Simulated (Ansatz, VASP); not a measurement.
**One calculation of CaO, two programs**

Contents of POSCAR:

```
CaO
1.0
    2.9029088165      0.0000000000      0.0000000000
    0.0000000000      2.9029088165      0.0000000000
    0.0000000000      0.0000000000      2.9029088165
Ca O
1 1
Direct
    0.0000000000      0.0000000000      0.0000000000
    0.5000000000      0.5000000000      0.5000000000
```

INCAR.step1

```
SYSTEM = CaO
PREC = Accurate
ENCUT = 520
ISMEAR = 0
SIGMA = 0.05
LREAL = .FALSE.
LASPH = .TRUE.
NELM = 100
NBANDS = 15
GGA = PE
ALGO = Normal
EDIFF = 1E-4
LWAVE = .TRUE.
LCHARG = .FALSE.
```

Contents of INCAR.step2:

```
SYSTEM = CaO
PREC = Accurate
ENCUT = 520
EDIFF = 1E-6
ISMEAR = 0
SIGMA = 0.05
LREAL = .FALSE.
LASPH = .TRUE.
NELM = 100
ALGO = Normal
ISIF = 2
LWAVE = .FALSE.
LCHARG = .FALSE.
METAGGA = R2SCAN
LMIXTAU = .TRUE.
NBANDS = 15
ISTART = 1
```

KPOINTS

```
Automatic mesh
0
G
  8 8 8
  0 0 0
```

Input for Ansatz:

```yaml
crystal:
  lattice:
    - [2.9029088165, 0.0, 0.0]
    - [0.0, 2.9029088165, 0.0]
    - [0.0, 0.0, 2.9029088165]
  atoms:
    - { symbol: Ca, position: [0.0, 0.0, 0.0] }
    - { symbol: O, position: [0.5, 0.5, 0.5] }
basis:
  ecutwfc: 500
  ecutrho_ratio: 4
kpoints:
  mp_grid: { grid: [8, 8, 8] }
hamiltonian:
  xc: r2scan
scf:
  occupations: { method: gaussian, width: 0.05 }
output:
  forces: true
  stress: true
  eigenvalues: true
```

Alike in both runs: task single point; functional r2SCAN; k mesh 8 × 8 × 8; occupations gaussian, width 0.05 eV; no spin polarisation.

|  | VASP | Ansatz |
| --- | --- | --- |
| version | VASP 6.6.1 | Ansatz 0.2.0 |
| potentials or method | VASP PAW PBE potentials, release 64 (Ca_sv, O), cutoff 520 eV | scalar-relativistic, plane waves, PAW |
| valence electrons in the cell | 16 | 16 |

|  | VASP | Ansatz | Ansatz less VASP |
| --- | --- | --- | --- |
| gap on the k mesh at the Fermi level (eV) | 3.28 | 3.28 | -0.001 |
| least direct gap on the mesh (eV) | 3.58 | 3.58 | +0.001 |
| pressure (GPa) | 1.0 | 0.0 | -1.05 |

VASP's potentials were made for PBE, not for r2SCAN.
